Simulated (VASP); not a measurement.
# SnO (P4/nmm) in VASP: single point with PBE+D3(BJ)

Aim: the single point of SnO with PBE+D3(BJ).

All numbers are computed with VASP 6.6.1; they aren't measurements. Logs are shortened: lines on timing, memory, paths and dates and some standing lists are left out, and cuts for length are marked.

## Step 1: The cell of the first run

The structure is tetragonal, space group P4/nmm (No. 129). The conventional cell has a = 3.837 Å, b = 3.837 Å, c = 4.761 Å, α = 90.00°, β = 90.00°, γ = 90.00°. Sn (site symmetry 4mm) has 4 O at 2.24 Å within 3.0 Å. O (site symmetry -4m2) has 4 Sn at 2.24 Å and 4 O at 2.71 Å within 3.0 Å.

## Step 2: Single point, PBE+D3(BJ)

The input, INCAR:

```
SYSTEM = SnO
  PREC = Accurate
  ENCUT = 520
  EDIFF = 1E-7
  ISMEAR = 0
  SIGMA = 0.02
  LREAL = .FALSE.
  LASPH = .TRUE.
  NELM = 100
  ALGO = Normal
  ISIF = 2
  LWAVE = .FALSE.
  LCHARG = .FALSE.
  GGA = PE
  IVDW = 12
  NBANDS = 28
```

The input, KPOINTS:

```
regular mesh
0
G
  10 10 8
  0 0 0
```

The input, POSCAR:

```
SnO
1.0
    3.8367037530      0.0000000000      0.0000000000
    0.0000000000      3.8367037530      0.0000000000
    0.0000000000      0.0000000000      4.7605219481
Sn O
2 2
Direct
    0.5000000000      0.0000000000      0.2433952987
    0.0000000000      0.5000000000      0.7566047013
    0.0000000000      0.0000000000      0.0000000000
    0.5000000000      0.5000000000      0.0000000000
```

Potentials or basis: VASP PAW PBE potentials, release 64 (Sn_d, O).

Command:

```bash
> cat potpaw_PBE.64/Sn_d/POTCAR potpaw_PBE.64/O/POTCAR > POTCAR
> mpirun -np 1 vasp_std > vasp.out
```

OUTCAR:

```text
SYSTEM = SnO
   PREC = Accurate
   ENCUT = 520
   EDIFF = 1E-7
   ISMEAR = 0
   LREAL = .FALSE.
   LASPH = .TRUE.
   NELM = 100
   ISIF = 2
   GGA = PE
   IVDW = 12
 IVDW          = 12

 ion  position               nearest neighbor table
   1  0.500  0.000  0.243-   3 2.24   4 2.24   4 2.24   3 2.24   2 3.57   2 3.57   2 3.57   2 3.57
                             2 3.65   2 3.65   2 3.65   2 3.65
   2  0.000  0.500  0.757-   3 2.24   4 2.24   3 2.24   4 2.24   1 3.57   1 3.57   1 3.57   1 3.57
                             1 3.65   1 3.65   1 3.65   1 3.65
   3  0.000  0.000  0.000-   1 2.24   2 2.24   2 2.24   1 2.24
   4  0.500  0.500  0.000-   1 2.24   2 2.24   1 2.24   2 2.24

  LATTYP: Found a simple tetragonal cell.
 ALAT       =     3.8367037530
 C/A-ratio  =     1.2407843437

  Lattice vectors:

 A1 = (   3.8367037530,   0.0000000000,   0.0000000000)
 A2 = (   0.0000000000,   3.8367037530,   0.0000000000)
 A3 = (   0.0000000000,   0.0000000000,   4.7605219481)

Analysis of symmetry for initial positions (statically):
=====================================================================
 Subroutine PRICEL returns:
 Original cell was already a primitive cell.

 Routine SETGRP: Setting up the symmetry group for a
 simple tetragonal supercell.

 Subroutine GETGRP returns: Found 16 space group operations
 (whereof  8 operations were pure point group operations)
 out of a pool of 16 trial point group operations.

The static configuration has the point symmetry D_2d.
 The point group associated with its full space group is D_4h.

Analysis of symmetry for dynamics (positions and initial velocities):
=====================================================================
 Subroutine PRICEL returns:
 Original cell was already a primitive cell.

 Routine SETGRP: Setting up the symmetry group for a
 simple tetragonal supercell.

 Subroutine GETGRP returns: Found 16 space group operations
 (whereof  8 operations were pure point group operations)
 out of a pool of 16 trial point group operations.

The dynamic configuration has the point symmetry D_2d.
 The point group associated with its full space group is D_4h.

 Subroutine INISYM returns: Found 16 space group operations
 (whereof  8 operations are pure point group operations),
 and found     1 'primitive' translations

----------------------------------------------------------------------------------------

                                     Primitive cell

  volume of cell :      70.0763

  direct lattice vectors                    reciprocal lattice vectors
     3.836703753  0.000000000  0.000000000     0.260640400  0.000000000  0.000000000
     0.000000000  3.836703753  0.000000000     0.000000000  0.260640400  0.000000000
[... 96 lines left out ...]
   ISYM   =      2    0-nonsym 1-usesym 2-fastsym
   POTIM  = 0.5000    time-step for ionic-motion
   TEBEG  =    0.0;   TEEND  =   0.0 temperature during run
   PSTRESS=    0.0 pullay stress
   NELECT =      40.0000    total number of electrons
   NUPDOWN=      -1.0000    fix difference up-down
   EMIN   =  10.00;   EMAX   =-10.00  energy-range for DOS
   EFERMI =   0.00;   METHOD = LEGACY
   ISMEAR =     0;   SIGMA  =   0.02  broadening in eV -4-tet -1-fermi 0-gaus
   EFERMI_NEDOS =   21; number of points for ismear=-14 and -15
   IALGO  =     38    algorithm
   IMIX   =      4    mixing-type and parameters
     AMIX     =   0.40;   BMIX     =  1.00
     AMIX_MAG =   1.60;   BMIX_MAG =  1.00
  volume/ion in A,a.u.               =      17.52       118.22
  Fermi-wavevector in a.u.,A,eV,Ry     =   1.358015  2.566276 25.091916  1.844204
  Thomas-Fermi vector in A             =   2.484884
   LORBIT       =      0    0 simple, 1 ext, 2 COOP (PROOUT), +10 PAW based schemes
   GGA     = PE    functional components
   LHFCALC =     F    Hartree Fock is set to
   AEXX    =    0.0000 exact exchange contribution
   IVDW    =    12    specifies the selected vdW correction
   LEPSILON=     F    determine dielectric tensor
   LRPA    =     F    only Hartree local field effects (RPA)
 non-spin polarized calculation
 Gauss-broadening in eV      SIGMA  =   0.02
  energy-cutoff  :      520.00
  volume of cell :       70.08
 maximum number of plane-waves:      1912
 NGX is ok and might be reduce to    30
   NGX = 15   NGY = 15   NGZ = 17

 number of electron      40.0000014 magnetization

 Free energy of the ion-electron system (eV)
  ---------------------------------------------------
  ext. energy  EPLUGINS =         0.00000000
  ---------------------------------------------------
  free energy    TOTEN  =       -22.68923687 eV

  energy without entropy =      -22.68914128  energy(sigma->0) =      -22.68918907

 E-fermi :   7.1018     XC(G=0): -10.2764

 val. band max:        7.0951892016   @ k =   0.5000   0.5000   0.0000
 cond. band min:       7.3447029024   @ k =   0.5000   0.5000   0.1250
 fundamental gap:      0.2495137009
 Fermi energy:         7.1018442119

 k-point     1 :       0.0000    0.0000    0.0000
  band No.  band energies     occupation
      1     -14.8338      2.00000
      2     -14.4413      2.00000
      3     -14.4413      2.00000
      4     -14.4321      2.00000
      5     -14.4019      2.00000
      6     -14.3934      2.00000
[... 733 lines left out ...]
     27      14.2596      0.00000
     28      16.5017      0.00000

 [... further k-points ...]

------------------------ aborting loop because EDIFF is reached ----------------------------------------

 Edisp (eV)   -0.93925

 E8    (eV) :    -0.4076

  FORCE on cell =-STRESS in cart. coord.  units (eV):
  Direction    XX          YY          ZZ          XY          YZ          ZX
  --------------------------------------------------------------------------------------
  -------------------------------------------------------------------------------------
  Total       0.09439     0.09439     0.09604     0.00000     0.00000     0.00000
  in kB       2.15807     2.15807     2.19575     0.00000     0.00000     0.00000
  external pressure =        2.17 kB  Pullay stress =        0.00 kB

 VOLUME and BASIS-vectors are now :
 -----------------------------------------------------------------------------
  energy-cutoff  :      520.00
  volume of cell :       70.08
      direct lattice vectors                 reciprocal lattice vectors
     3.836703753  0.000000000  0.000000000     0.260640400  0.000000000  0.000000000
     0.000000000  3.836703753  0.000000000     0.000000000  0.260640400  0.000000000
     0.000000000  0.000000000  4.760521948     0.000000000  0.000000000  0.210061000

 POSITION                                       TOTAL-FORCE (eV/Angst)
 -----------------------------------------------------------------------------------
      1.91835      0.00000      1.15869        -0.000000      0.000000      0.078339
      0.00000      1.91835      3.60183         0.000000      0.000000     -0.078339
      0.00000      0.00000      0.00000         0.000000      0.000000      0.000000
      1.91835      1.91835      0.00000         0.000000     -0.000000      0.000000
 -----------------------------------------------------------------------------------
    total drift:                                0.000000      0.000000      0.000000

  FREE ENERGIE OF THE ION-ELECTRON SYSTEM (eV)
  ---------------------------------------------------
  free  energy   TOTEN  =       -23.6284864421 eV

  energy  without entropy=      -23.6283908519  energy(sigma->0) =      -23.62843865
```

OSZICAR:

```text
N       E                     dE             d eps       ncg     rms          rms(c)
DAV:   1     0.418439433305E+03    0.41844E+03   -0.19914E+04  6144   0.218E+03
DAV:   2     0.364174368664E+02   -0.38202E+03   -0.36690E+03  6128   0.547E+02
DAV:   3    -0.234444351102E+02   -0.59862E+02   -0.58628E+02  6684   0.179E+02
DAV:   4    -0.263258536430E+02   -0.28814E+01   -0.28674E+01  6832   0.418E+01
DAV:   5    -0.263933564739E+02   -0.67503E-01   -0.67492E-01  6356   0.696E+00    0.117E+01
DAV:   6    -0.227291082874E+02    0.36642E+01   -0.16939E+01  9500   0.452E+01    0.501E+00
DAV:   7    -0.227087927060E+02    0.20316E-01   -0.20931E+00  6924   0.867E+00    0.248E+00
DAV:   8    -0.226962458938E+02    0.12547E-01   -0.29251E-01  7240   0.359E+00    0.810E-01
DAV:   9    -0.226883838007E+02    0.78621E-02   -0.48678E-02  9464   0.221E+00    0.242E-01
DAV:  10    -0.226897344375E+02   -0.13506E-02   -0.84317E-03  8384   0.835E-01    0.166E-01
DAV:  11    -0.226891996902E+02    0.53475E-03   -0.21082E-03  8836   0.411E-01    0.235E-02
DAV:  12    -0.226892440424E+02   -0.44352E-04   -0.41112E-04  6188   0.111E-01    0.332E-02
DAV:  13    -0.226892372803E+02    0.67621E-05   -0.31238E-05  7540   0.489E-02    0.613E-03
DAV:  14    -0.226892368382E+02    0.44211E-06   -0.39351E-06  7528   0.120E-02    0.274E-03
DAV:  15    -0.226892368685E+02   -0.30223E-07   -0.35733E-07  4548   0.509E-03
   1 F= -.23628486E+02 E0= -.23628439E+02  d E =-.955903E-04
```

stdout:

```text
POSCAR found type information on POSCAR SnO
 POSCAR found :  2 types and       4 ions
 scaLAPACK will be used
 LDA part: xc-table for (Slater+PW92), standard interpolation
 POSCAR, INCAR and KPOINTS ok, starting setup
 FFT: planning ... GRIDC
 FFT: planning ... GRID_SOFT
 FFT: planning ... GRID
 WAVECAR not read
 entering main loop
```

Wall time 2.5 min (1 thread of Intel Xeon Platinum 8259CL at 2.50GHz (Skylake/Cascade Lake), shared host); peak memory 0.29 GiB.

Results:

```yaml
Free_energy: -23.6285 eV
Pressure: 0.2 GPa
Largest_force: 0.078 eV/Å
Band_gap_on_the_k_mesh: zero (filled and empty bands touch)
Dispersion_energy_per_atom: -0.235 eV
```

Forces in eV/Å, atoms in the order of the input:
```
Sn   0.000  0.000  0.078
Sn   0.000  0.000 -0.078
O    0.000  0.000  0.000
O    0.000  0.000  0.000
```

Caveat: semilocal functionals underestimate gaps, and a narrow one can read as zero; spin-orbit coupling is left out, which moves the levels of the heavy elements.

The gap in the log of VASP goes by the Fermi energy; the results here count the filled bands.